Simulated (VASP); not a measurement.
# HfSi7 (P-43m) in VASP: further runs

The runs below take HfSi7 through single point, relaxation of cell and atoms, with PBE.

All numbers are computed with VASP 6.6.1; they aren't measurements. Logs are shortened: lines on timing, memory, paths and dates and some standing lists are left out, and cuts for length are marked.

### Step 1. The cell of the first run

The structure is cubic, space group P-43m (No. 215). Conventional cell: a = 5.646 Å, b = 5.646 Å, c = 5.646 Å, α = 90.00°, β = 90.00°, γ = 90.00°. Hf (site symmetry -43m) has 4 Si at 2.59 Å within 3.4 Å. Within 3.2 Å of Si (site symmetry 3m) lie 3 Si at 2.40 Å and 1 Hf at 2.59 Å. Si (site symmetry -42m) has 4 Si at 2.40 Å within 3.2 Å.

### Step 2. Single point, PBE

INCAR

```
PREC = Accurate ; ENCUT = 520
EDIFF = 1E-7 ; ISMEAR = 0
SIGMA = 0.1 ; LREAL = False
LASPH = True ; NELM = 60
ALGO = Normal ; ISIF = 2
LWAVE = False ; LCHARG = True
GGA = PE ; LELF = True
LVHAR = True ; NBANDS = 29
```

KPOINTS

```
Automatic mesh
0
Gamma
  4 4 4
```

POSCAR

```
HfSi7
1.0
    5.6455366074      0.0000000000      0.0000000000
    0.0000000000      5.6455366074      0.0000000000
    0.0000000000      0.0000000000      5.6455366074
Hf Si
1 7
Direct
    0.0000000000      0.0000000000      0.0000000000
    0.2645957416      0.2645957416      0.2645957416
    0.0000000000      0.5000000000      0.5000000000
    0.5000000000      0.5000000000      0.0000000000
    0.5000000000      0.0000000000      0.5000000000
    0.7354042584      0.2645957416      0.7354042584
    0.7354042584      0.7354042584      0.2645957416
    0.2645957416      0.7354042584      0.7354042584
```

Potentials or basis: VASP PAW PBE potentials, release 64 (Hf_pv, Si).

Run with:

```sh
$ cat potpaw_PBE.64/Hf_pv/POTCAR potpaw_PBE.64/Si/POTCAR > POTCAR
$ mpirun -np 1 vasp_std > vasp.out
```

OUTCAR:

```text
PREC = Accurate
   ENCUT = 520
   EDIFF = 1E-7
   ISMEAR = 0
   LREAL = False
   LASPH = True
   NELM = 60
   ISIF = 2
   GGA = PE

 ion  position               nearest neighbor table
   1  0.000  0.000  0.000-   2 2.59   6 2.59   7 2.59   8 2.59
   2  0.265  0.265  0.265-   3 2.40   4 2.40   5 2.40   1 2.59
   3  0.000  0.500  0.500-   2 2.40   6 2.40   7 2.40   8 2.40
   4  0.500  0.500  0.000-   2 2.40   6 2.40   7 2.40   8 2.40
   5  0.500  0.000  0.500-   2 2.40   6 2.40   7 2.40   8 2.40
   6  0.735  0.265  0.735-   3 2.40   4 2.40   5 2.40   1 2.59
   7  0.735  0.735  0.265-   3 2.40   4 2.40   5 2.40   1 2.59
   8  0.265  0.735  0.735-   3 2.40   4 2.40   5 2.40   1 2.59

  LATTYP: Found a simple cubic cell.
 ALAT       =     5.6455366074

  Lattice vectors:

 A1 = (   5.6455366074,   0.0000000000,   0.0000000000)
 A2 = (   0.0000000000,   5.6455366074,   0.0000000000)
 A3 = (   0.0000000000,   0.0000000000,   5.6455366074)

Analysis of symmetry for initial positions (statically):
=====================================================================
 Subroutine PRICEL returns:
 Original cell was already a primitive cell.

 Routine SETGRP: Setting up the symmetry group for a
 simple cubic supercell.

 Subroutine GETGRP returns: Found 24 space group operations
 (whereof 24 operations were pure point group operations)
 out of a pool of 48 trial point group operations.

The static configuration has the point symmetry T_d .

Analysis of symmetry for dynamics (positions and initial velocities):
=====================================================================
 Subroutine PRICEL returns:
 Original cell was already a primitive cell.

 Routine SETGRP: Setting up the symmetry group for a
 simple cubic supercell.

 Subroutine GETGRP returns: Found 24 space group operations
 (whereof 24 operations were pure point group operations)
 out of a pool of 48 trial point group operations.

The dynamic configuration has the point symmetry T_d .

 Subroutine INISYM returns: Found 24 space group operations
 (whereof 24 operations are pure point group operations),
 and found     1 'primitive' translations

----------------------------------------------------------------------------------------

                                     Primitive cell

  volume of cell :     179.9350

  direct lattice vectors                    reciprocal lattice vectors
     5.645536607  0.000000000  0.000000000     0.177131081  0.000000000  0.000000000
     0.000000000  5.645536607  0.000000000     0.000000000  0.177131081  0.000000000
     0.000000000  0.000000000  5.645536607     0.000000000  0.000000000  0.177131081

  length of vectors
     5.645536607  5.645536607  5.645536607     0.177131081  0.177131081  0.177131081

  position of ions in fractional coordinates (direct lattice)
     0.000000000  0.000000000  0.000000000
     0.264595742  0.264595742  0.264595742
     0.000000000  0.500000000  0.500000000
     0.500000000  0.500000000  0.000000000
     0.500000000  0.000000000  0.500000000
     0.735404258  0.264595742  0.735404258
     0.735404258  0.735404258  0.264595742
     0.264595742  0.735404258  0.735404258

  ion indices of the primitive-cell ions
   primitive index   ion index
                 1           1
                 2           2
                 3           3
                 4           4
                 5           5
                 6           6
                 7           7
                 8           8

----------------------------------------------------------------------------------------

 KPOINTS: Automatic mesh

Automatic generation of k-mesh.
 Grid dimensions read from file:
 generate k-points for:    4    4    4

 Generating k-lattice:

  Cartesian coordinates                     Fractional coordinates (reciprocal lattice)
     0.044282770  0.000000000  0.000000000     0.250000000  0.000000000  0.000000000
     0.000000000  0.044282770  0.000000000     0.000000000  0.250000000  0.000000000
     0.000000000  0.000000000  0.044282770     0.000000000  0.000000000  0.250000000

  Length of vectors
     0.044282770  0.044282770  0.044282770

  Shift w.r.t. Gamma in fractional coordinates (k-lattice)
     0.000000000  0.000000000  0.000000000

 Subroutine IBZKPT returns following result:
 ===========================================

 Found     10 irreducible k-points:

 Following reciprocal coordinates:
            Coordinates               Weight
  0.000000  0.000000  0.000000      1.000000
  0.250000  0.000000  0.000000      6.000000
  0.500000  0.000000  0.000000      3.000000
  0.250000  0.250000  0.000000     12.000000
  0.500000  0.250000  0.000000     12.000000
  0.500000  0.500000  0.000000      3.000000
  0.250000  0.250000  0.250000      8.000000
  0.500000  0.250000  0.250000     12.000000
  0.500000  0.500000  0.250000      6.000000
  0.500000  0.500000  0.500000      1.000000
   k-points           NKPTS =     10   k-points in BZ     NKDIM =     10   number of bands    NBANDS=     29
   number of dos      NEDOS =    301   number of ions     NIONS =      8
   total plane-waves  NPLWV =  74088
   dimension x,y,z NGX =    42 NGY =   42 NGZ =   42
   dimension x,y,z NGXF=    84 NGYF=   84 NGZF=   84
   ions per type =               1   7
   NGX,Y,Z   is equivalent  to a cutoff of  12.37, 12.37, 12.37 a.u.
   NGXF,Y,Z  is equivalent  to a cutoff of  24.74, 24.74, 24.74 a.u.
 SYSTEM =  unknown system
   PREC   = accura    normal or accurate (medium, high low for compatibility)
   ISTART =      0    job   : 0-new  1-cont  2-samecut
   ICHARG =      2    charge: 1-file 2-atom 10-const
   ISPIN  =      1    spin polarized calculation?
   LNONCOLLINEAR =      F non collinear calculations
   LSORBIT =      F    spin-orbit coupling
   LASPH  =      T    aspherical Exc in radial PAW
   ENCUT  =  520.0 eV  38.22 Ry    6.18 a.u.  10.50 10.50 10.50*2*pi/ulx,y,z
   NELM   =     60;   NELMIN=  2; NELMDL= -5     # of ELM steps
   EDIFF  = 0.1E-06   stopping-criterion for ELM
   LREAL  =      F    real-space projection
   EDIFFG = 0.1E-05   stopping-criterion for IOM
   NSW    =      0    number of steps for IOM
   IBRION =     -1    ionic relax: 0-MD 1-quasi-New 2-CG
   NFREE  =      0    steps in history (QN), initial steepest desc. (CG)
   ISIF   =      2    stress and relaxation
   ISYM   =      2    0-nonsym 1-usesym 2-fastsym
   POTIM  = 0.5000    time-step for ionic-motion
   TEBEG  =    0.0;   TEEND  =   0.0 temperature during run
   PSTRESS=    0.0 pullay stress
   NELECT =      38.0000    total number of electrons
   NUPDOWN=      -1.0000    fix difference up-down
   EMIN   =  10.00;   EMAX   =-10.00  energy-range for DOS
   EFERMI =   0.00;   METHOD = LEGACY
   ISMEAR =     0;   SIGMA  =   0.10  broadening in eV -4-tet -1-fermi 0-gaus
   EFERMI_NEDOS =   21; number of points for ismear=-14 and -15
   IALGO  =     38    algorithm
   IMIX   =      4    mixing-type and parameters
     AMIX     =   0.40;   BMIX     =  1.00
     AMIX_MAG =   1.60;   BMIX_MAG =  1.00
  volume/ion in A,a.u.               =      22.49       151.78
  Fermi-wavevector in a.u.,A,eV,Ry     =   0.974909  1.842311 12.931627  0.950448
  Thomas-Fermi vector in A             =   2.105407
   LORBIT       =      0    0 simple, 1 ext, 2 COOP (PROOUT), +10 PAW based schemes
   GGA     = PE    functional components
   LHFCALC =     F    Hartree Fock is set to
   AEXX    =    0.0000 exact exchange contribution
   IVDW    =     0    specifies the selected vdW correction
   LEPSILON=     F    determine dielectric tensor
   LRPA    =     F    only Hartree local field effects (RPA)
 non-spin polarized calculation
 Gauss-broadening in eV      SIGMA  =   0.10
  energy-cutoff  :      520.00
  volume of cell :      179.94
 maximum number of plane-waves:      4945
 NGX is ok and might be reduce to    42
   NGX = 21   NGY = 21   NGZ = 21

 number of electron      38.0000004 magnetization

 Free energy of the ion-electron system (eV)
  ---------------------------------------------------
  ext. energy  EPLUGINS =         0.00000000
  ---------------------------------------------------
  free energy    TOTEN  =       -45.46699817 eV

  energy without entropy =      -45.45858395  energy(sigma->0) =      -45.46279106

 E-fermi :   4.6321     XC(G=0):  -9.2334

 val. band max:        4.5674999589   @ k =   0.0000   0.0000   0.0000
 cond. band min:       4.8121691233   @ k =   0.2500   0.0000   0.0000
 fundamental gap:      0.2446691644
 Fermi energy:         4.6320772500

 k-point     1 :       0.0000    0.0000    0.0000
  band No.  band energies     occupation
      1     -25.9348      2.00000
      2     -25.9348      2.00000
      3     -25.9348      2.00000
      4      -6.4115      2.00000
      5      -3.0433      2.00000
      6      -3.0433      2.00000
[... 21 lines left out ...]
     28       8.4851      0.00000
     29       9.1151      0.00000

 k-point     2 :       0.2500    0.0000    0.0000
  band No.  band energies     occupation
      1     -25.9350      2.00000
      2     -25.9348      2.00000
      3     -25.9348      2.00000
      4      -6.1803      2.00000
      5      -4.2163      2.00000
      6      -2.9856      2.00000
[... 21 lines left out ...]
     28       8.0291      0.00000
     29       8.9382      0.00000

 k-point     3 :       0.5000    0.0000    0.0000
  band No.  band energies     occupation
      1     -25.9352      2.00000
      2     -25.9348      2.00000
      3     -25.9348      2.00000
      4      -5.7190      2.00000
      5      -5.0801      2.00000
      6      -2.9235      2.00000
[... 21 lines left out ...]
     28       9.1692      0.00000
     29       9.3806      0.00000

 k-point     4 :       0.2500    0.2500    0.0000
  band No.  band energies     occupation
      1     -25.9349      2.00000
      2     -25.9349      2.00000
      3     -25.9348      2.00000
      4      -5.9566      2.00000
      5      -4.2630      2.00000
      6      -3.8812      2.00000
[... 21 lines left out ...]
     28       8.2448      0.00000
     29       9.0209      0.00000

 k-point     5 :       0.5000    0.2500    0.0000
  band No.  band energies     occupation
      1     -25.9351      2.00000
      2     -25.9349      2.00000
      3     -25.9347      2.00000
      4      -5.5052      2.00000
      5      -4.9399      2.00000
      6      -3.8994      2.00000
[... 21 lines left out ...]
     28       8.1552      0.00000
     29       9.2284      0.00000

 k-point     6 :       0.5000    0.5000    0.0000
  band No.  band energies     occupation
      1     -25.9351      2.00000
      2     -25.9351      2.00000
      3     -25.9347      2.00000
      4      -4.9788      2.00000
      5      -4.7602      2.00000
      6      -4.7602      2.00000
[... 21 lines left out ...]
     28       9.2760      0.00000
     29       9.3170      0.00000

 k-point     7 :       0.2500    0.2500    0.2500
  band No.  band energies     occupation
      1     -25.9349      2.00000
      2     -25.9349      2.00000
      3     -25.9349      2.00000
      4      -5.7431      2.00000
      5      -4.2025      2.00000
      6      -4.2025      2.00000
[... 21 lines left out ...]
     28       9.0823      0.00000
     29       9.5652      0.00000

 k-point     8 :       0.5000    0.2500    0.2500
  band No.  band energies     occupation
      1     -25.9351      2.00000
      2     -25.9349      2.00000
      3     -25.9349      2.00000
      4      -5.3090      2.00000
      5      -4.8312      2.00000
      6      -4.1363      2.00000
[... 21 lines left out ...]
     28       8.2559      0.00000
     29       8.5493      0.00000

 k-point     9 :       0.5000    0.5000    0.2500
  band No.  band energies     occupation
      1     -25.9351      2.00000
      2     -25.9351      2.00000
      3     -25.9349      2.00000
      4      -4.8330      2.00000
      5      -4.7009      2.00000
      6      -4.7009      2.00000
[... 21 lines left out ...]
     28       8.2923      0.00000
     29       8.4821      0.00000

 k-point    10 :       0.5000    0.5000    0.5000
  band No.  band energies     occupation
      1     -25.9351      2.00000
      2     -25.9351      2.00000
      3     -25.9351      2.00000
      4      -4.6363      2.00000
      5      -4.6363      2.00000
      6      -4.6363      2.00000
[... 21 lines left out ...]
     28       8.8483      0.00000
     29       8.8483      0.00000

------------------------ aborting loop because EDIFF is reached ----------------------------------------

  FORCE on cell =-STRESS in cart. coord.  units (eV):
  Direction    XX          YY          ZZ          XY          YZ          ZX
  --------------------------------------------------------------------------------------
  -------------------------------------------------------------------------------------
  Total       -0.0613814     -0.0613814     -0.0613814     -0.0000000     -0.0000000      0.0000000
  in kB       -0.5465525     -0.5465525     -0.5465525     -0.0000000     -0.0000000      0.0000000
  external PRESSURE =      -0.5465525 kB  Pullay stress =       0.0000000 kB

 VOLUME and BASIS-vectors are now :
 -----------------------------------------------------------------------------
  energy-cutoff  :      520.00
  volume of cell :      179.94
      direct lattice vectors                 reciprocal lattice vectors
     5.645536607  0.000000000  0.000000000     0.177131081  0.000000000  0.000000000
     0.000000000  5.645536607  0.000000000     0.000000000  0.177131081  0.000000000
     0.000000000  0.000000000  5.645536607     0.000000000  0.000000000  0.177131081

 POSITION                                       TOTAL-FORCE (eV/Angst)
 -----------------------------------------------------------------------------------
      0.00000      0.00000      0.00000        -0.000000      0.000000      0.000000
      1.49378      1.49378      1.49378         0.007908      0.007908      0.007908
      0.00000      2.82277      2.82277        -0.000000      0.000000      0.000000
      2.82277      2.82277      0.00000        -0.000000     -0.000000      0.000000
      2.82277      0.00000      2.82277        -0.000000     -0.000000      0.000000
      4.15175      1.49378      4.15175        -0.007908      0.007908     -0.007908
      4.15175      4.15175      1.49378        -0.007908     -0.007908      0.007908
      1.49378      4.15175      4.15175         0.007908     -0.007908     -0.007908
 -----------------------------------------------------------------------------------
    total drift:                                0.000000      0.000000      0.000000

  FREE ENERGIE OF THE ION-ELECTRON SYSTEM (eV)
  ---------------------------------------------------
  free  energy   TOTEN  =       -45.4669981654 eV

  energy  without entropy=      -45.4585839452  energy(sigma->0) =      -45.46279106
```

It took 53 s on 1 thread of Intel Xeon Platinum 8259CL at 2.50GHz (Skylake/Cascade Lake), shared host; peak memory 0.26 GiB.

What came out:

- Free energy: -45.4670 eV
- Pressure: -0.1 GPa
- Largest force: 0.014 eV/Å

Forces on the atoms (eV/Å):
```
Hf   0.000  0.000  0.000
Si   0.008  0.008  0.008
Si   0.000  0.000  0.000
Si   0.000  0.000  0.000
Si   0.000  0.000  0.000
Si  -0.008  0.008 -0.008
Si  -0.008 -0.008  0.008
Si   0.008 -0.008 -0.008
```

Caveat: spin-orbit coupling is left out, which moves the levels of the heavy elements.

### Step 3. Relaxation of cell and atoms, PBE

This run uses another cell than the first one, of 23.56 Å³/atom, 1.047 times its volume.

INCAR

```
SYSTEM = HfSi7
PREC = Accurate ; ENCUT = 600
EDIFF = 1E-7 ; ISMEAR = 0
SIGMA = 0.1 ; LREAL = .FALSE.
LASPH = .TRUE. ; NELM = 100
ALGO = Normal ; ISIF = 3
LWAVE = .FALSE. ; LCHARG = .FALSE.
GGA = PE ; IBRION = 2
NSW = 100 ; EDIFFG = -0.05
```

KPOINTS

```
regular mesh
0
G
  4 4 4
  0 0 0
```

POSCAR

```
HfSi7
1.0
    5.7334857981      0.0000000000      0.0000000000
    0.0000000000      5.7334857981      0.0000000000
    0.0000000000      0.0000000000      5.7334857981
Hf Si
1 7
Direct
    0.0000000000      0.0000000000      0.0000000000
    0.2526152100      0.2526152100      0.2526152100
    0.0000000000      0.5000000000      0.5000000000
    0.5000000000      0.5000000000      0.0000000000
    0.5000000000      0.0000000000      0.5000000000
    0.7473847900      0.2526152100      0.7473847900
    0.7473847900      0.7473847900      0.2526152100
    0.2526152100      0.7473847900      0.7473847900
```

Potentials or basis: VASP PAW PBE potentials, release 64 (Hf_pv, Si).

Run with:

```sh
$ cat potpaw_PBE.64/Hf_pv/POTCAR potpaw_PBE.64/Si/POTCAR > POTCAR
$ mpirun -np 1 vasp_std > vasp.out
```

Run time: 2.4 min. Hardware: 1 thread of Intel Xeon Platinum 8259CL at 2.50GHz (Skylake/Cascade Lake), shared host; peak memory 0.36 GiB.

Results (log left out):

* Free energy: -45.4679 eV
* Relaxed volume: 22.49 Å³/atom
* Relaxed cell: a = 5.645 Å, b = 5.645 Å, c = 5.645 Å, α = 90.00°, β = 90.00°, γ = 90.00°
* Space group after relaxing (to 0.05 Å): P-43m (No. 215)
* Energy gained by relaxing: 59.7 meV/atom
* Ionic steps: 3
* Pressure after relaxing: -0.1 GPa
* Largest force after relaxing: 0.019 eV/Å

Forces on the atoms (eV/Å):
```
Hf   0.000  0.000  0.000
Si  -0.011 -0.011 -0.011
Si   0.000  0.000  0.000
Si   0.000  0.000  0.000
Si   0.000  0.000  0.000
Si   0.011 -0.011  0.011
Si   0.011  0.011 -0.011
Si  -0.011  0.011  0.011
```

The path:
```tsv
step	energy change (eV)	largest force (eV/Å)	pressure (GPa)	volume (Å³)
1	0.0000	1.8225	-1.58	188.48
2	-0.4434	0.4674	-0.59	182.19
3	-0.4774	0.0189	-0.05	179.88
```

Final structure:
```xyz
8
Lattice="5.6450 0.0000 0.0000 0.0000 5.6450 0.0000 0.0000 0.0000 5.6450" Properties=species:S:1:pos:R:3 pbc="T T T"
Hf    0.0000    0.0000    0.0000
Si    1.4949    1.4949    1.4949
Si    0.0000    2.8225    2.8225
Si    2.8225    2.8225    0.0000
Si    2.8225    0.0000    2.8225
Si    4.1501    1.4949    4.1501
Si    4.1501    4.1501    1.4949
Si    1.4949    4.1501    4.1501
```

Levels at points of the mesh, in eV from the Fermi level:
```
           k point  band 15  band 16  band 17  band 18  band 19  band 20  band 21  band 22  band 23  band 24
(0.00, 0.00, 0.00)    -1.94    -1.94    -0.65    -0.65    -0.65    -0.06    -0.06     0.84     1.22     1.22
(0.50, 0.00, 0.00)    -2.11    -2.11    -1.46    -0.13    -0.13     1.00     1.16     1.61     2.06     2.27
(0.50, 0.50, 0.00)    -1.89    -1.62    -1.42    -0.10    -0.10     1.38     1.50     2.09     2.12     2.12
(0.50, 0.50, 0.50)    -1.12    -1.12    -0.68    -0.68    -0.68     1.16     1.16     1.26     1.26     1.26
```

Caveat: spin-orbit coupling is left out, which moves the levels of the heavy elements; the relaxation stopped at a loose force limit of 0.05 eV/Å, so its end isn't a converged minimum.
